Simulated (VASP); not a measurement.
# HfZnPb in VASP: single point with r2SCAN

Aim: the single point of HfZnPb with r2SCAN.

Program: VASP 6.6.1. These are calculated values, not measurements. Logs are shortened: lines on timing, memory, paths and dates and some standing lists are left out, and cuts for length are marked.

**1. The cell of the first run**

The cell holds a disordered packing, 6 atoms: a = 5.473 Å, b = 5.435 Å, c = 5.669 Å, α = 83.66°, β = 77.07°, γ = 101.11°.

**2. Single point, r2SCAN**

File POSCAR:

```
HfZnPb
1.0
    5.2496970000     -0.9025980000      1.2573570000
   -0.1922160000      5.4294670000      0.1417300000
    0.0526440000      0.4814450000      5.6486390000
Zn Pb Hf
2 2 2
Direct
    0.1330580000      0.9689850000      0.8426150000
    0.3263720000      0.4871660000      0.6366500000
    0.9965970000      0.3441830000      0.1140950000
    0.6547460000      0.1945900000      0.7898640000
    0.0221880000      0.8150770000      0.3855780000
    0.5593450000      0.6447060000      0.0935690000
```

File INCAR.step1:

```
  PREC = Accurate
  ENCUT = 520
  ISMEAR = 0
  SIGMA = 0.114
  LREAL = F
  LASPH = T
  NELM = 60
  NBANDS = 45
  GGA = PE
  ALGO = Normal
  EDIFF = 1E-4
  LWAVE = T
  LCHARG = F
```

File INCAR.step2:

```
  PREC = Accurate
  ENCUT = 520
  EDIFF = 1E-6
  ISMEAR = 0
  SIGMA = 0.114
  LREAL = F
  LASPH = T
  NELM = 60
  ALGO = Normal
  ISIF = 2
  LWAVE = F
  LCHARG = T
  METAGGA = R2SCAN
  LMIXTAU = T
  LELF = T
  LVHAR = T
  NBANDS = 45
  ISTART = 1
```

File KPOINTS:

```
Automatic mesh
0
Gamma
  4 4 4
  0 0.5 0
```

Potentials or basis: VASP PAW PBE potentials, release 64 (Zn, Pb_d, Hf_pv).

Launch:

```bash
$ cat potpaw_PBE.64/Zn/POTCAR potpaw_PBE.64/Pb_d/POTCAR potpaw_PBE.64/Hf_pv/POTCAR > POTCAR
$ cp INCAR.step1 INCAR
$ mpirun -np 1 vasp_std > vasp.out
$ cp INCAR.step2 INCAR
$ mpirun -np 1 vasp_std > vasp.out
```

OUTCAR:

```text
PREC = Accurate
   ENCUT = 520
   EDIFF = 1E-6
   ISMEAR = 0
   LREAL = F
   LASPH = T
   NELM = 60
   ISIF = 2
   METAGGA = R2SCAN
   ISTART = 1

 ion  position               nearest neighbor table
   1  0.133  0.969  0.843-   3 2.80   4 2.82   2 2.83   5 2.96   5 2.99   4 3.15   6 3.21   3 3.44

   2  0.326  0.487  0.637-   1 2.83   3 2.83   4 2.83   6 3.01   5 3.10   6 3.26   4 3.58
   3  0.997  0.344  0.114-   1 2.80   2 2.83   4 2.97   5 3.13   5 3.15   6 3.16   6 3.17   1 3.44
                             4 3.79   4 3.94
   4  0.655  0.195  0.790-   1 2.82   2 2.83   3 2.97   1 3.15   6 3.17   6 3.20   2 3.58   5 3.76
                             5 3.78   3 3.79   3 3.94
   5  0.022  0.815  0.386-   1 2.96   1 2.99   2 3.10   3 3.13   3 3.15   6 3.37   6 3.38   4 3.76
                             4 3.78
   6  0.559  0.645  0.094-   2 3.01   3 3.16   3 3.17   4 3.17   4 3.20   1 3.21   2 3.26   5 3.37
                             5 3.38

  LATTYP: Found a triclinic cell.
 ALAT       =     5.4731113973
 B/A-ratio  =     1.5926837993
 C/A-ratio  =     1.7903513927
 COS(alpha) =     0.0016426703
 COS(beta)  =     0.5359376814
 COS(gamma) =     0.7734243597

  Lattice vectors:

 A1 = (   5.2496970000,  -0.9025980000,   1.2573570000)
 A2 = (   5.3023410000,  -0.4211530000,   6.9059960000)
 A3 = (   5.3892690000,  -6.8135100000,  -4.5330120000)

Analysis of symmetry for initial positions (statically):
=====================================================================
 Subroutine PRICEL returns:
 Original cell was already a primitive cell.

 Routine SETGRP: Setting up the symmetry group for a
 triclinic supercell.

 Subroutine GETGRP returns: Found  1 space group operations
 (whereof  1 operations were pure point group operations)
 out of a pool of  2 trial point group operations.

The static configuration has the point symmetry C_1 .

Analysis of symmetry for dynamics (positions and initial velocities):
=====================================================================
 Subroutine PRICEL returns:
 Original cell was already a primitive cell.

 Routine SETGRP: Setting up the symmetry group for a
 triclinic supercell.

 Subroutine GETGRP returns: Found  1 space group operations
 (whereof  1 operations were pure point group operations)
 out of a pool of  2 trial point group operations.

The dynamic configuration has the point symmetry C_1 .

 Subroutine INISYM returns: Found  1 space group operations
 (whereof  1 operations are pure point group operations),
 and found     1 'primitive' translations

----------------------------------------------------------------------------------------

                                     Primitive cell

  volume of cell :     159.1828

  direct lattice vectors                    reciprocal lattice vectors
     5.249697000 -0.902598000  1.257357000     0.192237277  0.006867703 -0.002376955
    -0.192216000  5.429467000  0.141730000     0.035831756  0.185870929 -0.016176101
     0.052644000  0.481445000  5.648639000    -0.043690050 -0.006192402  0.177968767

  length of vectors
     5.473111397  5.434716762  5.669363565     0.192374598  0.189983113  0.183357706

  position of ions in fractional coordinates (direct lattice)
     0.133058000  0.968985000  0.842615000
     0.326372000  0.487166000  0.636650000
     0.996597000  0.344183000  0.114095000
     0.654746000  0.194590000  0.789864000
     0.022188000  0.815077000  0.385578000
     0.559345000  0.644706000  0.093569000

  ion indices of the primitive-cell ions
   primitive index   ion index
                 1           1
                 2           2
                 3           3
                 4           4
                 5           5
                 6           6

----------------------------------------------------------------------------------------

 KPOINTS: Automatic mesh

Automatic generation of k-mesh.
 Grid dimensions read from file:
 generate k-points for:    4    4    4

 Generating k-lattice:

  Cartesian coordinates                     Fractional coordinates (reciprocal lattice)
     0.048059319  0.001716926 -0.000594239     0.250000000  0.000000000  0.000000000
     0.008957939  0.046467732 -0.004044025     0.000000000  0.250000000  0.000000000
    -0.010922513 -0.001548100  0.044492192    -0.000000000 -0.000000000  0.250000000

  Length of vectors
     0.048093649  0.047495778  0.045839427

  Shift w.r.t. Gamma in fractional coordinates (k-lattice)
     0.000000000  0.500000000  0.000000000

 Subroutine IBZKPT returns following result:
 ===========================================

 Found     32 irreducible k-points:

 Following reciprocal coordinates:
            Coordinates               Weight
 -0.000000  0.125000 -0.000000      2.000000
  0.250000  0.125000  0.000000      2.000000
  0.500000  0.125000  0.000000      2.000000
 -0.250000  0.125000 -0.000000      2.000000
 -0.000000  0.375000 -0.000000      2.000000
  0.250000  0.375000  0.000000      2.000000
[... 16 lines left out ...]
  0.500000 -0.125000  0.250000      2.000000
 -0.250000 -0.125000  0.250000      2.000000
 [... further k-points ...]
   k-points           NKPTS =     32   k-points in BZ     NKDIM =     32   number of bands    NBANDS=     45
   number of dos      NEDOS =    301   number of ions     NIONS =      6
   total plane-waves  NPLWV =  70560
   dimension x,y,z NGX =    42 NGY =   40 NGZ =   42
   dimension x,y,z NGXF=    84 NGYF=   80 NGZF=   84
   ions per type =               2   2   2
   NGX,Y,Z   is equivalent  to a cutoff of  12.76, 12.24, 12.32 a.u.
   NGXF,Y,Z  is equivalent  to a cutoff of  25.52, 24.47, 24.63 a.u.
 SYSTEM =  unknown system
   PREC   = accura    normal or accurate (medium, high low for compatibility)
   ISTART =      1    job   : 0-new  1-cont  2-samecut
   ICHARG =      0    charge: 1-file 2-atom 10-const
   ISPIN  =      1    spin polarized calculation?
   LNONCOLLINEAR =      F non collinear calculations
   LSORBIT =      F    spin-orbit coupling
   LASPH  =      T    aspherical Exc in radial PAW
   ENCUT  =  520.0 eV  38.22 Ry    6.18 a.u.  10.18 10.10 10.54*2*pi/ulx,y,z
   NELM   =     60;   NELMIN=  2; NELMDL=  0     # of ELM steps
   EDIFF  = 0.1E-05   stopping-criterion for ELM
   LREAL  =      F    real-space projection
   EDIFFG = 0.1E-04   stopping-criterion for IOM
   NSW    =      0    number of steps for IOM
   IBRION =     -1    ionic relax: 0-MD 1-quasi-New 2-CG
   NFREE  =      0    steps in history (QN), initial steepest desc. (CG)
   ISIF   =      2    stress and relaxation
   ISYM   =      2    0-nonsym 1-usesym 2-fastsym
   POTIM  = 0.5000    time-step for ionic-motion
   TEBEG  =    0.0;   TEEND  =   0.0 temperature during run
   PSTRESS=    0.0 pullay stress
   NELECT =      72.0000    total number of electrons
   NUPDOWN=      -1.0000    fix difference up-down
   EMIN   =  10.00;   EMAX   =-10.00  energy-range for DOS
   EFERMI =   0.00;   METHOD = LEGACY
   ISMEAR =     0;   SIGMA  =   0.11  broadening in eV -4-tet -1-fermi 0-gaus
   EFERMI_NEDOS =   21; number of points for ismear=-14 and -15
   IALGO  =     38    algorithm
   IMIX   =      4    mixing-type and parameters
     AMIX     =   0.40;   BMIX     =  1.00
     AMIX_MAG =   1.60;   BMIX_MAG =  1.00
  volume/ion in A,a.u.               =      26.53       179.04
  Fermi-wavevector in a.u.,A,eV,Ry     =   1.256667  2.374757 21.486492  1.579213
  Thomas-Fermi vector in A             =   2.390364
   LORBIT       =      0    0 simple, 1 ext, 2 COOP (PROOUT), +10 PAW based schemes
   METAGGA = R2SCAN    functional components
   LHFCALC =     F    Hartree Fock is set to
   AEXX    =    0.0000 exact exchange contribution
   IVDW    =     0    specifies the selected vdW correction
   LEPSILON=     F    determine dielectric tensor
   LRPA    =     F    only Hartree local field effects (RPA)
 non-spin polarized calculation
 Gauss-broadening in eV      SIGMA  =   0.11
  energy-cutoff  :      520.00
  volume of cell :      159.18
 maximum number of plane-waves:      4303
 NGX is ok and might be reduce to    42
   NGX = 21   NGY = 21   NGZ = 21

 number of electron      72.0000013 magnetization

 Free energy of the ion-electron system (eV)
  ---------------------------------------------------
  ext. energy  EPLUGINS =         0.00000000
  ---------------------------------------------------
  free energy    TOTEN  =      -217.42993755 eV

  energy without entropy =     -217.39740598  energy(sigma->0) =     -217.41367177

 E-fermi :   4.1958     XC(G=0): -10.8075

 val. band max:        4.1753458372   @ k =   0.5000   0.3750  -0.0000
 cond. band min:       4.1975842957   @ k =   0.5000   0.3750   0.5000
 fundamental gap:      0.0222384585
 Fermi energy:         4.1958320000

 k-point     1 :      -0.0000    0.1250   -0.0000
  band No.  band energies     occupation
      1     -28.9459      2.00000
      2     -28.8557      2.00000
      3     -28.7862      2.00000
      4     -28.7068      2.00000
      5     -28.6496      2.00000
      6     -28.5556      2.00000
[... 37 lines left out ...]
     44       7.0436      0.00000
     45       7.7468      0.00000

 k-point     2 :       0.2500    0.1250    0.0000
  band No.  band energies     occupation
      1     -28.9455      2.00000
      2     -28.8558      2.00000
      3     -28.7874      2.00000
      4     -28.7142      2.00000
      5     -28.6368      2.00000
      6     -28.5606      2.00000
[... 37 lines left out ...]
     44       6.9584      0.00000
     45       7.4108      0.00000

 k-point     3 :       0.5000    0.1250    0.0000
  band No.  band energies     occupation
      1     -28.9450      2.00000
      2     -28.8560      2.00000
      3     -28.7884      2.00000
      4     -28.7199      2.00000
      5     -28.6244      2.00000
      6     -28.5670      2.00000
[... 37 lines left out ...]
     44       6.9274      0.00000
     45       7.8592      0.00000

 k-point     4 :      -0.2500    0.1250   -0.0000
  band No.  band energies     occupation
      1     -28.9455      2.00000
      2     -28.8558      2.00000
      3     -28.7873      2.00000
      4     -28.7141      2.00000
      5     -28.6369      2.00000
      6     -28.5606      2.00000
[... 901 lines left out ...]
     44       7.2980      0.00000
     45       7.5590      0.00000

 k-point    23 :       0.5000   -0.1250    0.2500
  band No.  band energies     occupation
      1     -28.9453      2.00000
      2     -28.8560      2.00000
      3     -28.7906      2.00000
      4     -28.7187      2.00000
      5     -28.6248      2.00000
      6     -28.5658      2.00000
[... 37 lines left out ...]
     44       7.1628      0.00000
     45       7.6122      0.00000

 k-point    24 :      -0.2500   -0.1250    0.2500
  band No.  band energies     occupation
      1     -28.9457      2.00000
      2     -28.8557      2.00000
      3     -28.7862      2.00000
      4     -28.7139      2.00000
      5     -28.6394      2.00000
      6     -28.5600      2.00000
[... 37 lines left out ...]
     44       6.9697      0.00000
     45       7.5782      0.00000

 [... further k-points ...]
[... 5 lines left out ...]
  --------------------------------------------------------------------------------------
  -------------------------------------------------------------------------------------
  Total       -6.1700475     -6.8111631     -5.4500553     -0.7353426      1.0635106      2.0603187
  in kB      -62.1016317    -68.5544702    -54.8548977     -7.4012353     10.7042517     20.7371426
  external PRESSURE =     -61.8369999 kB  Pullay stress =       0.0000000 kB

 VOLUME and BASIS-vectors are now :
 -----------------------------------------------------------------------------
  energy-cutoff  :      520.00
  volume of cell :      159.18
      direct lattice vectors                 reciprocal lattice vectors
     5.249697000 -0.902598000  1.257357000     0.192237277  0.006867703 -0.002376955
    -0.192216000  5.429467000  0.141730000     0.035831756  0.185870929 -0.016176101
     0.052644000  0.481445000  5.648639000    -0.043690050 -0.006192402  0.177968767

 POSITION                                       TOTAL-FORCE (eV/Angst)
 -----------------------------------------------------------------------------------
      0.55662      5.54665      5.06426        -0.295879     -0.842958     -0.190951
      1.65323      2.65698      4.07562         0.297625      0.644919     -0.957030
      5.17168      1.02413      1.94634         0.079761      0.598690      1.614266
      3.44140      0.84582      5.31249        -0.063095     -0.470685     -0.688050
     -0.01989      4.59104      2.32141        -0.157086     -0.372551      0.208393
      2.81739      3.04059      1.32321         0.138674      0.442585      0.013372
 -----------------------------------------------------------------------------------
    total drift:                                0.015283      0.007705      0.006277

  FREE ENERGIE OF THE ION-ELECTRON SYSTEM (eV)
  ---------------------------------------------------
  free  energy   TOTEN  =      -217.4299375516 eV

  energy  without entropy=     -217.3974059819  energy(sigma->0) =     -217.41367177
```

Run time: 9.1 min. Hardware: 1 thread of Intel Xeon Platinum 8488C (Sapphire Rapids), shared host; peak memory 0.41 GiB.

Results:

```yaml
Free_energy: -217.4299 eV
Pressure: -6.2 GPa
Largest_force: 1.724 eV/Å
Band_gap_on_the_k_mesh: zero (bands 36 and 37 overlap by 0.26 eV)
```

Forces on the atoms (eV/Å):
```
Zn  -0.296 -0.843 -0.191
Zn   0.298  0.645 -0.957
Pb   0.080  0.599  1.614
Pb  -0.063 -0.471 -0.688
Hf  -0.157 -0.373  0.208
Hf   0.139  0.443  0.013
```

Levels at points of the mesh, in eV from the Fermi level:
```
           k point  band 33  band 34  band 35  band 36  band 37  band 38  band 39  band 40
(0.00, 0.12, 0.00)    -1.96    -1.59    -0.73    -0.18    -0.12     0.40     0.80     1.07
```

Caveat: the PAW data sets were made with another functional, which shifts forces and pressure a little; spin-orbit coupling is left out, which moves the levels of the heavy elements.

The gap in the log of VASP goes by the Fermi energy; the results here count the filled bands.